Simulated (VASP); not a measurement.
# Ta5Si (F-43m) in VASP: further runs, part 2 of 2

VASP 6.6.1.

## Step 4: Relaxation of cell and atoms, PBE

This run uses another cell than the first one, of 15.37 Å³/atom.

INCAR

```
  PREC = Accurate
  ENCUT = 600
  EDIFF = 1E-6
  ISMEAR = 0
  SIGMA = 0.1
  LREAL = F
  LASPH = T
  NELM = 80
  ALGO = Fast
  ISIF = 3
  LWAVE = F
  LCHARG = F
  GGA = PE
  IBRION = 2
  NSW = 90
  EDIFFG = -0.04
```

KPOINTS

```
regular mesh
0
Gamma
  4 4 4
```

POSCAR

```
Ta5Si
1.0
    0.0000000000      3.5858561900      3.5858561900
    3.5858561900      0.0000000000      3.5858561900
    3.5858561900      3.5858561900      0.0000000000
Ta Si
5 1
Direct
    0.2500000000      0.2500000000      0.2500000000
    0.1250000000      0.6250000000      0.6250000000
    0.6250000000      0.6250000000      0.6250000000
    0.6250000000      0.1250000000      0.6250000000
    0.6250000000      0.6250000000      0.1250000000
    0.0000000000      0.0000000000      0.0000000000
```

Potentials or basis: VASP PAW PBE potentials, release 64 (Ta_pv, Si).

The run is started by

```bash
$ cat potpaw_PBE.64/Ta_pv/POTCAR potpaw_PBE.64/Si/POTCAR > POTCAR
$ mpirun -np 1 vasp_std > vasp.out
```

OUTCAR:

```text
PREC = Accurate
   ENCUT = 600
   EDIFF = 1E-6
   ISMEAR = 0
   LREAL = F
   LASPH = T
   NELM = 80
   ISIF = 3
   GGA = PE
   IBRION = 2
   NSW = 90
   EDIFFG = -0.04

 ion  position               nearest neighbor table
   1  0.250  0.250  0.250-   2 2.97   4 2.97   5 2.97   2 2.97   3 2.97   4 2.97   2 2.97   3 2.97
                             5 2.97   3 2.97   4 2.97   5 2.97   6 3.11   6 3.11   6 3.11   6 3.11
   2  0.125  0.625  0.625-   3 2.54   5 2.54   4 2.54   3 2.54   4 2.54   5 2.54   6 2.97   1 2.97
                             6 2.97   1 2.97   6 2.97   1 2.97
   3  0.625  0.625  0.625-   2 2.54   4 2.54   5 2.54   5 2.54   4 2.54   2 2.54   1 2.97   6 2.97
                             1 2.97   6 2.97   1 2.97   6 2.97
   4  0.625  0.125  0.625-   3 2.54   5 2.54   2 2.54   3 2.54   5 2.54   2 2.54   6 2.97   1 2.97
                             1 2.97   6 2.97   1 2.97   6 2.97
   5  0.625  0.625  0.125-   3 2.54   2 2.54   3 2.54   4 2.54   4 2.54   2 2.54   1 2.97   1 2.97
                             6 2.97   6 2.97   1 2.97   6 2.97
   6  0.000  0.000  0.000-   3 2.97   4 2.97   5 2.97   2 2.97   3 2.97   5 2.97   2 2.97   3 2.97
                             4 2.97   2 2.97   4 2.97   5 2.97   1 3.11   1 3.11   1 3.11   1 3.11

  LATTYP: Found a face centered cubic cell.
 ALAT       =     7.1717123800

  Lattice vectors:

 A1 = (   0.0000000000,   3.5858561900,   3.5858561900)
 A2 = (   3.5858561900,   0.0000000000,   3.5858561900)
 A3 = (   3.5858561900,   3.5858561900,   0.0000000000)

Analysis of symmetry for initial positions (statically):
[... 175 lines left out ...]
  Total       25.2353055     25.2353055     25.2353055      0.0000000      0.0000000      0.0000000
  in kB      438.4403827    438.4403827    438.4403827      0.0000000      0.0000000      0.0000000
  external PRESSURE =     438.4403827 kB  Pullay stress =       0.0000000 kB
[... 27 lines left out ...]
--------------------------------------- Ionic step        2  -------------------------------------------

 number of electron      59.0000008 magnetization

 E-fermi :   3.0703     XC(G=0): -10.3530

 val. band max:        3.0268244682   @ k =   0.5000   0.2500   0.0000
 cond. band min:       3.0737672111   @ k =   0.2500   0.2500   0.0000
 fundamental gap:      0.0469427429
 Fermi energy:         3.0703490577

 k-point     1 :       0.0000    0.0000    0.0000
  band No.  band energies     occupation
      1     -32.2887      2.00000
      2     -32.2887      2.00000
      3     -32.2887      2.00000
      4     -31.7745      2.00000
      5     -31.7092      2.00000
      6     -31.7092      2.00000
[... 492 lines left out ...]
--------------------------------------- Ionic step        7  -------------------------------------------

 number of electron      58.9999995 magnetization

 Free energy of the ion-electron system (eV)
  ---------------------------------------------------
  ext. energy  EPLUGINS =         0.00000000
  ---------------------------------------------------
  free energy    TOTEN  =       -61.71750350 eV

  energy without entropy =      -61.65661336  energy(sigma->0) =      -61.68705843

 E-fermi :   5.6013     XC(G=0): -11.9884

 val. band max:        5.5644578794   @ k =   0.5000   0.2500   0.0000
 cond. band min:       5.6320472740   @ k =   0.5000   0.0000   0.0000
 fundamental gap:      0.0675893947
 Fermi energy:         5.6013406114

 k-point     1 :       0.0000    0.0000    0.0000
  band No.  band energies     occupation
      1     -29.4387      2.00000
      2     -28.8117      2.00000
      3     -28.8117      2.00000
      4     -28.8117      2.00000
      5     -28.5176      2.00000
      6     -28.5176      2.00000
[... 326 lines left out ...]
  FREE ENERGIE OF THE ION-ELECTRON SYSTEM (eV)
  ---------------------------------------------------
  free  energy   TOTEN  =       -61.7175034961 eV

  energy  without entropy=      -61.6566133574  energy(sigma->0) =      -61.68705843

 reached required accuracy - stopping structural energy minimisation
```

CONTCAR:

```text
Ta5Si
   1.00000000000000
     0.0000000000000000    3.8304021019728496    3.8304021019728496
     3.8304021019728496    0.0000000000000000    3.8304021019728496
     3.8304021019728496    3.8304021019728496   -0.0000000000000000
  Ta              Si
     5     1
Direct
     0.2500000000000000    0.2500000000000000    0.2500000000000000
     0.1270899581723796    0.6243033472758733    0.6243033472758733
     0.6243033472758733    0.6243033472758733    0.6243033472758733
     0.6243033472758733    0.1270899581723796    0.6243033472758733
     0.6243033472758733    0.6243033472758733    0.1270899581723796
     0.0000000000000000    0.0000000000000000    0.0000000000000000

  0.00000000E+00  0.00000000E+00  0.00000000E+00
  0.00000000E+00  0.00000000E+00  0.00000000E+00
  0.00000000E+00  0.00000000E+00  0.00000000E+00
  0.00000000E+00  0.00000000E+00  0.00000000E+00
  0.00000000E+00  0.00000000E+00  0.00000000E+00
  0.00000000E+00  0.00000000E+00  0.00000000E+00
```

Run time: 12 min. Hardware: 1 thread of Intel Xeon 8259CL, shared host; peak memory 0.28 GiB.

What came out:

* Free energy: -61.7175 eV
* Relaxed volume: 18.73 Å³/atom
* Relaxed cell: a = 5.417 Å, b = 5.417 Å, c = 5.417 Å, α = 60.00°, β = 60.00°, γ = 60.00°
* Space group after relaxing (to 0.1 Å): F-43m (No. 216)
* Pressure after relaxing: 0.1 GPa
* Band gap on the k mesh: zero (an odd number of electrons rules out a gap without spin polarisation)

Final structure:
```
Ta Si
1.0
     0.00000    3.83040    3.83040
     3.83040    0.00000    3.83040
     3.83040    3.83040    0.00000
Ta Si
5 1
Direct
  0.25000 0.25000 0.25000
  0.12709 0.62430 0.62430
  0.62430 0.62430 0.62430
  0.62430 0.12709 0.62430
  0.62430 0.62430 0.12709
  0.00000 0.00000 0.00000
```

Caveat: the k points lie up to 0.36 Å⁻¹ apart in the final cell, too coarse for converged energies and pressures of a metal; the volume moved by over 15 % at a fixed basis, so the end points are rough; spin-orbit coupling is left out, which moves the levels of the heavy elements.

## Step 5: Relaxation of cell and atoms, PBE

INCAR

```
PREC = Accurate
ENCUT = 600
EDIFF = 1E-6
ISMEAR = 0
SIGMA = 0.1
LREAL = F
LASPH = T
NELM = 60
ALGO = Fast
ISIF = 3
LWAVE = F
LCHARG = F
GGA = PE
IBRION = 2
NSW = 100
EDIFFG = -0.01
```

KPOINTS

```
regular mesh
0
Gamma
  8 8 8
```

POSCAR

```
Ta5Si
1.0
    0.0000000000      3.8288205413      3.8288205413
    3.8288205413      0.0000000000      3.8288205413
    3.8288205413      3.8288205413      0.0000000000
Ta Si
5 1
Direct
    0.7500000000      0.7500000000      0.7500000000
    0.3757269762      0.3757269762      0.8728190713
    0.3757269762      0.8728190713      0.3757269762
    0.8728190713      0.3757269762      0.3757269762
    0.3757269762      0.3757269762      0.3757269762
    0.0000000000      0.0000000000      0.0000000000
```

The run is started by

```bash
$ cat potpaw_PBE.64/Ta_pv/POTCAR potpaw_PBE.64/Si/POTCAR > POTCAR
$ mpirun -np 1 vasp_std > vasp.out
```

Run time: 18 min. Hardware: 1 thread of Intel Xeon 8259CL, shared host; peak memory 0.39 GiB.

Results (log left out):

```
Free energy                           : -61.8205 eV
Relaxed volume                        : 18.63 Å³/atom
Relaxed cell                          : a = 5.407 Å, b = 5.407 Å, c = 5.407 Å, α = 60.00°, β = 60.00°, γ = 60.00°
Space group after relaxing (to 0.1 Å) : F-43m (No. 216)
Energy gained by relaxing             : 0.3 meV/atom
Ionic steps                           : 5
Pressure after relaxing               : 0.0 GPa
Band gap on the k mesh                : zero (an odd number of electrons rules out a gap without spin polarisation)
```

Step by step:
```tsv
step	energy change (eV)	largest force (eV/Å)	pressure (GPa)	volume (Å³)
1	0.0000	0.1472	-0.61	112.26
2	0.0007	0.1293	0.93	111.10
3	-0.0020	0.0221	0.09	111.72
4	-0.0020	0.0293	-0.10	111.84
5	-0.0021	0.0001	0.00	111.77
```

Final structure:
```
CELL_PARAMETERS angstrom
0.00000 3.82326 3.82326
3.82326 0.00000 3.82326
3.82326 3.82326 0.00000
ATOMIC_POSITIONS crystal
Ta 0.75000 0.75000 0.75000
Ta 0.37544 0.37544 0.87368
Ta 0.37544 0.87368 0.37544
Ta 0.87368 0.37544 0.37544
Ta 0.37544 0.37544 0.37544
Si 0.00000 0.00000 0.00000
```

Levels at points of the mesh, in eV from the Fermi level:
| k point | band 25 | band 26 | band 27 | band 28 | band 29 | band 30 | band 31 | band 32 | band 33 | band 34 |
| --- | --- | --- | --- | --- | --- | --- | --- | --- | --- | --- |
| (0.00, 0.00, 0.00) | -1.54 | -1.54 | -0.14 | -0.14 | -0.14 | 0.11 | 0.11 | 2.67 | 2.67 | 2.67 |
| (0.50, 0.00, 0.00) | -1.35 | -0.68 | -0.68 | -0.62 | -0.44 | 0.00 | 0.00 | 0.88 | 2.34 | 2.36 |
| (0.50, 0.50, 0.00) | -1.66 | -0.98 | -0.59 | -0.42 | -0.24 | -0.24 | 0.65 | 0.65 | 0.65 | 1.83 |

Caveat: spin-orbit coupling is left out, which moves the levels of the heavy elements.

## Step 6: Summary

| task | cell | k mesh | cutoff (eV) | gap on the mesh (eV) | pressure (GPa) | relaxed volume (Å³/atom) | largest force (eV/Å) |
| --- | --- | --- | --- | --- | --- | --- | --- |
| single point | a = 5.415 Å, angles 60.0°, 6 atoms | 4 × 4 × 4 | 520 | none | 0.3 | - | 0.02 |
| single point | a = 5.405 Å, angles 60.0°, 6 atoms | 8 × 8 × 8 | 520 | none | 0.2 | - | 0.01 |
| relaxation of cell and atoms | relaxed from a = 5.071 Å, angles 60.0°, 6 atoms | 4 × 4 × 4 | 600 | none | 0.1 | 18.73 | - |
| relaxation of cell and atoms | relaxed from a = 5.415 Å, angles 60.0°, 6 atoms | 8 × 8 × 8 | 600 | none | 0.0 | 18.63 | - |

Alike in all rows: level PBE; potentials or basis VASP PAW PBE potentials, release 64 (Ta_pv, Si); no spin polarisation; smearing gaussian 0.1 eV.

Caveats: some runs use coarse meshes; spin-orbit coupling is left out, which moves the levels of the heavy elements; the volume moved by over 15 % at a fixed basis, so the end points are rough (at least some runs).

Absolute energies hang on the potentials; compare differences alone.
